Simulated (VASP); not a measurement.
# GaAs (F-43m) in VASP: notebook, part 2 of 2

VASP 6.6.1. Earlier steps stand in the parts before.

### Step 4. Single point, r2SCAN

This run uses another cell than the first one, of 22.75 Å³/atom, 1.007 times its volume.

The input, POSCAR:

```
GaAs
1.0
    0.0000000000      2.8334267053      2.8334267053
    2.8334267053      0.0000000000      2.8334267053
    2.8334267053      2.8334267053      0.0000000000
Ga As
1 1
Direct
    0.0000000000      0.0000000000      0.0000000000
    0.7500000000      0.7500000000      0.7500000000
```

The input, INCAR.step1:

```
SYSTEM = GaAs
ALGO = Normal ; EDIFF = 1E-4
ENCUT = 520 ; GGA = PE
ISMEAR = 0 ; LASPH = .True.
LCHARG = .False. ; LREAL = .False.
LWAVE = .True. ; NBANDS = 16
NELM = 100 ; PREC = Accurate
SIGMA = 0.01
```

The input, INCAR.step2:

```
SYSTEM = GaAs
ALGO = Normal ; EDIFF = 1E-6
ENCUT = 520 ; ISIF = 2
ISMEAR = 0 ; ISTART = 1
LASPH = .True. ; LCHARG = .False.
LMIXTAU = .True. ; LREAL = .False.
LWAVE = .False. ; METAGGA = R2SCAN
NBANDS = 16 ; NELM = 100
PREC = Accurate ; SIGMA = 0.01
```

The input, KPOINTS:

```
k-points
0
Gamma
  12 12 12
  0 0 0
```

Potentials or basis: VASP PAW PBE potentials, release 64 (Ga_d, As).

Run with:

```console
$ cat potpaw_PBE.64/Ga_d/POTCAR potpaw_PBE.64/As/POTCAR > POTCAR
$ cp INCAR.step1 INCAR
$ mpirun -np 1 vasp_std > vasp.out
$ cp INCAR.step2 INCAR
$ mpirun -np 1 vasp_std > vasp.out
```

OUTCAR:

```text
SYSTEM = GaAs
   EDIFF = 1E-6
   ENCUT = 520
   ISIF = 2
   ISMEAR = 0
   ISTART = 1
   LASPH = .True.
   LREAL = .False.
   METAGGA = R2SCAN
   NELM = 100
   PREC = Accurate

 ion  position               nearest neighbor table
   1  0.000  0.000  0.000-   2 2.45   2 2.45   2 2.45   2 2.45
   2  0.750  0.750  0.750-   1 2.45   1 2.45   1 2.45   1 2.45

  LATTYP: Found a face centered cubic cell.
 ALAT       =     5.6668534106

  Lattice vectors:

[... 643 lines left out ...]

------------------------ aborting loop because EDIFF is reached ----------------------------------------

  FORCE on cell =-STRESS in cart. coord.  units (eV):
  Direction    XX          YY          ZZ          XY          YZ          ZX
  --------------------------------------------------------------------------------------
  -------------------------------------------------------------------------------------
  Total        0.0351715      0.0351715      0.0351715     -0.0000000      0.0000000     -0.0000000
  in kB        1.2386134      1.2386134      1.2386134     -0.0000000      0.0000000     -0.0000000
  external PRESSURE =       1.2386134 kB  Pullay stress =       0.0000000 kB

 VOLUME and BASIS-vectors are now :
 -----------------------------------------------------------------------------
  energy-cutoff  :      520.00
  volume of cell :       45.50
      direct lattice vectors                 reciprocal lattice vectors
     0.000000000  2.833426705  2.833426705    -0.176464773  0.176464773  0.176464773
     2.833426705  0.000000000  2.833426705     0.176464773 -0.176464773  0.176464773
     2.833426705  2.833426705  0.000000000     0.176464773  0.176464773 -0.176464773

 POSITION                                       TOTAL-FORCE (eV/Angst)
 -----------------------------------------------------------------------------------
      0.00000      0.00000      0.00000        -0.000000     -0.000000     -0.000000
      4.25014      4.25014      4.25014         0.000000      0.000000      0.000000
 -----------------------------------------------------------------------------------
    total drift:                               -0.000001     -0.000001     -0.000001

  FREE ENERGIE OF THE ION-ELECTRON SYSTEM (eV)
  ---------------------------------------------------
  free  energy   TOTEN  =       -27.0568094113 eV

  energy  without entropy=      -27.0568094113  energy(sigma->0) =      -27.05680941
```

OSZICAR.step1:

```text
N       E                     dE             d eps       ncg     rms          rms(c)
DAV:   1     0.825470048860E+02    0.82547E+02   -0.91085E+03  2384   0.155E+03
DAV:   2    -0.196448495680E+01   -0.84511E+02   -0.80759E+02  2632   0.309E+02
DAV:   3    -0.832085759683E+01   -0.63564E+01   -0.63365E+01  2856   0.657E+01
DAV:   4    -0.841458168042E+01   -0.93724E-01   -0.93714E-01  2824   0.883E+00
DAV:   5    -0.841591768671E+01   -0.13360E-02   -0.13360E-02  2944   0.947E-01    0.288E+00
DAV:   6    -0.827605919875E+01    0.13986E+00   -0.21088E-01  3568   0.785E+00    0.174E+00
DAV:   7    -0.825679811058E+01    0.19261E-01   -0.62283E-02  2864   0.179E+00    0.560E-01
DAV:   8    -0.825762002934E+01   -0.82192E-03   -0.10145E-02  2832   0.113E+00    0.107E-01
DAV:   9    -0.825801320792E+01   -0.39318E-03   -0.92964E-04  2808   0.359E-01    0.505E-02
DAV:  10    -0.825807780910E+01   -0.64601E-04   -0.59661E-05  2384   0.861E-02
   1 F= -.82580778E+01 E0= -.82580778E+01  d E =-.509513E-42
```

Wall time 2.9 min (1 thread of Intel Xeon Platinum 8259CL at 2.50GHz (Skylake/Cascade Lake), shared host); peak memory 0.2 GiB.

What came out:

* Free energy: -27.0568 eV
* Pressure: 0.1 GPa
* Band gap on the k mesh: 0.94 eV, direct

Caveat: the PAW data sets were made with another functional, which shifts forces and pressure a little.

### Step 5. Relaxation of cell and atoms, r2SCAN

The input, POSCAR:

```
GaAs
1.0
    0.0000000000      2.8268500000      2.8268500000
    2.8268500000      0.0000000000      2.8268500000
    2.8268500000      2.8268500000      0.0000000000
Ga As
1 1
Direct
    0.0000000000      0.0000000000      0.0000000000
    0.7500000000      0.7500000000      0.7500000000
```

The input, INCAR.step1:

```
PREC = Accurate ; ENCUT = 600
ISMEAR = -1 ; SIGMA = 0.05
LREAL = False ; LASPH = True
NELM = 60 ; GGA = PE
ALGO = Normal ; EDIFF = 1E-4
LWAVE = True ; LCHARG = False
```

The input, INCAR.step2:

```
PREC = Accurate ; ENCUT = 600
EDIFF = 1E-7 ; ISMEAR = -1
SIGMA = 0.05 ; LREAL = False
LASPH = True ; NELM = 60
ALGO = Normal ; ISIF = 3
LWAVE = False ; LCHARG = False
METAGGA = R2SCAN ; LMIXTAU = True
IBRION = 2 ; NSW = 100
EDIFFG = -0.002 ; ISTART = 1
```

The input, KPOINTS:

```
Automatic mesh
0
Gamma
  12 12 12
```

Run with:

```console
$ cat potpaw_PBE.64/Ga_d/POTCAR potpaw_PBE.64/As/POTCAR > POTCAR
$ cp INCAR.step1 INCAR
$ mpirun -np 1 vasp_std > vasp.out
$ cp INCAR.step2 INCAR
$ mpirun -np 1 vasp_std > vasp.out
```

It took 6.7 min on 1 thread of Intel Xeon Platinum 8259CL at 2.50GHz (Skylake/Cascade Lake), shared host; peak memory 0.23 GiB.

Results (log left out):

* Free energy: -27.0575 eV
* Relaxed volume: 22.77 Å³/atom
* Relaxed cell: a = 4.009 Å, b = 4.009 Å, c = 4.009 Å, α = 60.00°, β = 60.00°, γ = 60.00°
* Space group after relaxing (to 0.05 Å): F-43m (No. 216)
* Energy gained by relaxing: 0.3 meV/atom
* Ionic steps: 4
* Pressure after relaxing: 0.0 GPa
* Band gap on the k mesh: 0.93 eV, direct

The path:
| step | energy change (eV) | largest force (eV/Å) | pressure (GPa) | volume (Å³) |
| --- | --- | --- | --- | --- |
| 1 | 0.0000 | 0.0000 | 0.59 | 45.18 |
| 2 | -0.0004 | 0.0000 | -0.29 | 45.73 |
| 3 | -0.0006 | 0.0000 | 0.04 | 45.52 |
| 4 | -0.0006 | 0.0000 | -0.01 | 45.54 |

Final structure:
```
Ga As
1.0
     0.00000    2.83444    2.83444
     2.83444    0.00000    2.83444
     2.83444    2.83444    0.00000
Ga As
1 1
Direct
  0.00000 0.00000 0.00000
  0.75000 0.75000 0.75000
```

Levels at points of the mesh, in eV from the valence-band top:
```
           k point  band 5  band 6  band 7  band 8  band 9  band 10  band 11  band 12  band 13
(0.00, 0.00, 0.00)  -15.13  -13.15    0.00    0.00    0.00     0.93     4.04     4.04     4.04
(0.50, 0.00, 0.00)  -15.13  -11.33   -6.77   -1.17   -1.17     1.34     4.99     4.99     8.28
(0.50, 0.50, 0.00)  -15.12  -10.56   -6.95   -2.75   -2.75     1.77     1.95    10.80    10.80
```

Caveat: the PAW data sets were made with another functional, which shifts forces and pressure a little. Zero-point motion and thermal expansion aren't in these numbers.

### Step 6. Summary

```csv
task,cell,cutoff (eV),smearing,gap on the mesh (eV),pressure (GPa),relaxed volume (Å³/atom)
relaxation of cell and atoms,"relaxed from a = 3.998 Å, angles 60.0°, 2 atoms",600,gaussian 0.01 eV,0.93,0.0,22.77
single point,"a = 4.007 Å, angles 60.0°, 2 atoms",520,fermi-dirac 0.05 eV,0.94,0.1,-
single point,"a = 4.007 Å, angles 60.0°, 2 atoms",520,gaussian 0.01 eV,0.94,0.1,-
relaxation of cell and atoms,"relaxed from a = 3.998 Å, angles 60.0°, 2 atoms",600,fermi-dirac 0.05 eV,0.93,0.0,22.77
```

Alike in all rows: level r2SCAN; potentials or basis VASP PAW PBE potentials, release 64 (Ga_d, As); no spin polarisation; k mesh 12 × 12 × 12.

Caveats: the PAW data sets were made with another functional, which shifts forces and pressure a little.

Absolute energies hang on the potentials; compare differences alone.

### Step 7. How close it comes

Step 4. A measured gap of GaAs is 1.412 eV (direct; 300 K; “Evidence of valence band perturbations in GaAsN/GaAs(001): A combined variable-angle spectroscopic ellipsometry and modulated photoreflectance investigation”, 2008, arxiv:0805.2212); the calculated 0.94 eV misses it by -0.47 eV. 3 values of this kind are on record (1.412 to 1.51 eV); this one was drawn at random among those near their median, those with a stated uncertainty first. Spin-orbit coupling on As, Ga is left out. The value is that of r2SCAN on a finite k mesh, which can miss the band edges, without temperature or zero-point motion.
